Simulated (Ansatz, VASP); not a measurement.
**One calculation of Fe2O3, two programs**

Contents of INCAR:

```
PREC = Accurate
ENCUT = 520
EDIFF = 1E-7
ISMEAR = 0
SIGMA = 0.05
LREAL = False
LASPH = True
NELM = 150
ALGO = Normal
ISIF = 2
LWAVE = False
LCHARG = False
ISPIN = 2
MAGMOM = 5 -5 -5 5 0 0 0 0 0 0
LORBIT = 11
LMAXMIX = 4
LDAU = True
LDAUTYPE = 2
LDAUL = 2 -1
LDAUU = 4 0
LDAUJ = 0 0
LDAUPRINT = 1
GGA = PE
NBANDS = 49
```

Contents of KPOINTS:

```
regular mesh
0
Gamma
  4 4 4
```

Contents of POSCAR:

```
Fe2O3
1.0
    2.5847951765      1.4923321910      4.6467741358
   -2.5847951765      1.4923321910      4.6467741358
    0.0000000000     -2.9846643819      4.6467741358
Fe O
4 6
Direct
    0.3549336527      0.3549336527      0.3549336527
    0.1450663473      0.1450663473      0.1450663473
    0.6450663473      0.6450663473      0.6450663473
    0.8549336527      0.8549336527      0.8549336527
    0.5536335342      0.9463664658      0.2500000000
    0.2500000000      0.5536335342      0.9463664658
    0.9463664658      0.2500000000      0.5536335342
    0.4463664658      0.0536335342      0.7500000000
    0.7500000000      0.4463664658      0.0536335342
    0.0536335342      0.7500000000      0.4463664658
```

Input for Ansatz:

```yaml
crystal:
  lattice:
    - [2.5847951765, 1.492332191, 4.6467741358]
    - [-2.5847951765, 1.492332191, 4.6467741358]
    - [0.0, -2.9846643819, 4.6467741358]
  atoms:
    - { symbol: Fe, position: [0.3549336527, 0.3549336527, 0.3549336527], spin: 5.0 }
    - { symbol: Fe, position: [0.1450663473, 0.1450663473, 0.1450663473], spin: -5.0 }
    - { symbol: Fe, position: [0.6450663473, 0.6450663473, 0.6450663473], spin: -5.0 }
    - { symbol: Fe, position: [0.8549336527, 0.8549336527, 0.8549336527], spin: 5.0 }
    - { symbol: O, position: [0.5536335342, 0.9463664658, 0.25] }
    - { symbol: O, position: [0.25, 0.5536335342, 0.9463664658] }
    - { symbol: O, position: [0.9463664658, 0.25, 0.5536335342] }
    - { symbol: O, position: [0.4463664658, 0.0536335342, 0.75] }
    - { symbol: O, position: [0.75, 0.4463664658, 0.0536335342] }
    - { symbol: O, position: [0.0536335342, 0.75, 0.4463664658] }
basis:
  ecutwfc: 420
  ecutrho_ratio: 4
kpoints:
  mp_grid: { grid: [4, 4, 4] }
hamiltonian:
  xc: pbe
  hubbard: { sites: [{ species: Fe, l: d, u_eff: 4.0 }] }
scf:
  occupations: { method: gaussian, width: 0.05 }
  lower_state_search: "off"
output:
  forces: true
  stress: true
  eigenvalues: true
  populations: true
  hubbard: { sites: [{ species: Fe, l: d }] }
magnetization:
  spin_polarized: true
checkpoint:
  read: start.run
  write: ck
  compress: false
  write_wavefunctions: false
  write_every: 100000
```

Alike in both runs: task single point; functional PBE; k mesh 4 × 4 × 4; occupations gaussian, width 0.05 eV; collinear spin; Hubbard terms Fe d U = 4.0 eV.

|  | VASP | Ansatz |
| --- | --- | --- |
| version | VASP 6.6.1 | Ansatz 0.2.0 |
| potentials or method | VASP PAW PBE potentials, release 64 (Fe, O), cutoff 520 eV | scalar-relativistic, plane waves, PAW |
| valence electrons in the cell | 68 | 100 |

```csv
,VASP,Ansatz,Ansatz less VASP
gap on the k mesh at the Fermi level (eV),1.77,1.66,-0.115
least direct gap on the mesh (eV),1.93,1.78,-0.147
pressure (GPa),-6.4,-2.8,+3.56
"traceless stress, the component that is largest in VASP (GPa)",1.65,1.37,-0.283
rms of the force components (eV/Å),0.120,0.159,+0.0386
net moment per atom (μB),0.00,0.00,0.000
size of the moment on the site where the two differ most (μB),4.24,3.89,-0.356
```

Site moments also hang on the region over which each program counts them. The programs project onto different local orbitals, so the same U acts differently, and such runs can settle in different states. Atom by atom the forces differ by 0.057 eV/Å (rms over components). VASP's potentials hold 68 valence electrons a cell and Ansatz's 100, so a difference there can come from the potentials and not from the codes. Ansatz's warnings: saved state not lowest, stability check not made.
